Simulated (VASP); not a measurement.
A run of VASP 6.6.1 is set up as follows.

File INCAR:

```
SYSTEM = Ta2N
  PREC = Accurate
  ENCUT = 600
  EDIFF = 1E-6
  ISMEAR = 0
  SIGMA = 0.1
  LREAL = .FALSE.
  LASPH = .TRUE.
  NELM = 100
  ALGO = Normal
  ISIF = 3
  LWAVE = .FALSE.
  LCHARG = .FALSE.
  GGA = PE
  IBRION = 2
  NSW = 100
  EDIFFG = -0.005
```

KPOINTS

```
Automatic mesh
0
G
  18 18 10
  0 0 0
```

The input POSCAR:

```
Ta2N
1.0
    3.1128615060      0.0000000000      0.0000000000
   -1.5564307530      2.6958171426      0.0000000000
    0.0000000000      0.0000000000      4.8698410000
Ta N
2 1
Direct
    0.6666666700      0.3333333300      0.7452890000
    0.3333333300      0.6666666700      0.2547110000
    0.0000000000      0.0000000000      0.0000000000
```

Potentials or basis: VASP PAW PBE potentials, release 64 (Ta_pv, N).

Launch:

```sh
$ cat potpaw_PBE.64/Ta_pv/POTCAR potpaw_PBE.64/N/POTCAR > POTCAR
$ mpirun -np 1 vasp_std > vasp.out
```

Predict the band gap on the k mesh.

zero (an odd number of electrons rules out a gap without spin polarisation).

What does it give for the space group after relaxing (to 0.1 Å)?

P-3m1 (No. 164).

The path:
| step | energy change (eV) | largest force (eV/Å) | pressure (GPa) | volume (Å³) |
| --- | --- | --- | --- | --- |
| 1 | 0.0000 | 0.0126 | -0.95 | 40.87 |
| 2 | 0.0015 | 0.0981 | 2.37 | 40.39 |
| 3 | -0.0006 | 0.0428 | 0.19 | 40.70 |
| 4 | -0.0010 | 0.0231 | 0.08 | 40.70 |
| 5 | -0.0011 | 0.0064 | -0.01 | 40.70 |
| 6 | -0.0011 | 0.0093 | 0.00 | 40.70 |
| 7 | -0.0011 | 0.0097 | 0.01 | 40.70 |
| 8 | -0.0011 | 0.0166 | 0.04 | 40.70 |
| 9 | -0.0011 | 0.0107 | 0.01 | 40.70 |
| 10 | -0.0011 | 0.0022 | -0.05 | 40.71 |
| 11 | -0.0011 | 0.0025 | -0.03 | 40.71 |

Caveat: spin-orbit coupling is left out, which moves the levels of the heavy elements.
